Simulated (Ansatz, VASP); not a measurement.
Two plane-wave programs on Fe

File INCAR:

```
SYSTEM = Fe
  PREC = Accurate
  ENCUT = 520
  EDIFF = 1E-6
  ISMEAR = -1
  SIGMA = 0.1
  LREAL = .False.
  LASPH = .True.
  NELM = 150
  ALGO = Normal
  ISIF = 2
  LWAVE = .False.
  LCHARG = .False.
  ISPIN = 2
  MAGMOM = 0 4
  LORBIT = 11
  LMAXMIX = 4
  LDAU = .True.
  LDAUTYPE = 2
  LDAUL = 2
  LDAUU = 3.3
  LDAUJ = 0
  LDAUPRINT = 1
  GGA = PE
  NBANDS = 19
```

KPOINTS

```
Automatic mesh
0
Gamma
  12 6 12
  0 0 0
```

The input POSCAR:

```
Fe
1.0
   -1.4550000000      1.4550000000      1.4550000000
    2.9100000000     -2.9100000000      2.9100000000
    1.4550000000      1.4550000000     -1.4550000000
Fe
2
Direct
    0.0000000000      0.0000000000      0.0000000000
    0.0000000000      0.5000000000      0.0000000000
```

Input for Ansatz:

```yaml
crystal:
  lattice:
    - [-1.455, 1.455, 1.455]
    - [2.91, -2.91, 2.91]
    - [1.455, 1.455, -1.455]
  atoms:
    - { symbol: Fe, position: [0.0, 0.0, 0.0] }
    - { symbol: Fe, position: [0.0, 0.5, 0.0], spin: 4.0 }
magnetization:
  spin_polarized: true
hamiltonian:
  xc: pbe
  pseudopotentials: { kind: paw }
  hubbard: { sites: [{ species: Fe, l: d, u_eff: 3.3 }] }
basis:
  ecutwfc: 420
kpoints:
  mp_grid: { grid: [12, 6, 12] }
scf:
  occupations: { method: fermi_dirac, width: 0.1 }
  lower_state_search: "off"
output:
  forces: true
  stress: true
  write_density: true
  write_potential: true
  elf: true
  volumetric_format: npy
```

Alike in both runs: task single point; functional PBE; k mesh 12 × 6 × 12; occupations fermi-dirac, width 0.1 eV; collinear spin; Hubbard terms Fe d U = 3.3 eV.

|  | VASP | Ansatz |
| --- | --- | --- |
| version | VASP 6.6.1 | Ansatz 0.2.0 |
| potentials or method | VASP PAW PBE potentials, release 64 (Fe), cutoff 520 eV | PAW, plane waves, scalar-relativistic |
| valence electrons in the cell | 16 | 32 |

VASP gave:

- pressure (GPa): 2.9
- traceless stress, the component that is largest in VASP (GPa): 0.01
- net moment per atom (μB): 2.82
- size of the moment on the site where the two differ most (μB): 2.92

**Question.** Which values does Ansatz return?

**Answer.** Pressure (GPa): 8.1; traceless stress, the component that is largest in VASP (GPa): -2.36; net moment per atom (μB): 2.81; size of the moment on the site where the two differ most (μB): 2.82.

Site moments also hang on the region over which each program counts them. The programs project onto different local orbitals, so the same U acts differently, and such runs can settle in different states. VASP's potentials hold 16 valence electrons a cell and Ansatz's 32, so a difference there can come from the potentials and not from the codes. Ansatz's warnings: filled band counts differ across k points.
